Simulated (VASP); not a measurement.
Runs of VASP 6.6.1 on LiH. The structure is that of space group Fm-3m (No. 225), or close to it. The cells are those of the table. 

```tsv
level	cell	gap on the mesh (eV)
PBE	a = 2.888 Å, angles 60.0°, 2 atoms	(a)
PBE	a = 2.804 Å, angles 60.0°, 2 atoms	2.95
r2SCAN	a = 2.861 Å, angles 60.0°, 2 atoms	3.60
PBE	a = 2.833 Å, angles 60.0°, 2 atoms	2.98
PBE	a = 2.775 Å, angles 60.0°, 2 atoms	(b)
```

Alike in all rows: task single point; potentials or basis VASP PAW PBE potentials, release 64 (Li_sv, H); no spin polarisation; k mesh 10 × 10 × 10; cutoff (eV) 520; smearing gaussian 0.01 eV.

Fill in the values left out.

(a) 3.02; (b) 2.93.

A k mesh can miss the band edges.
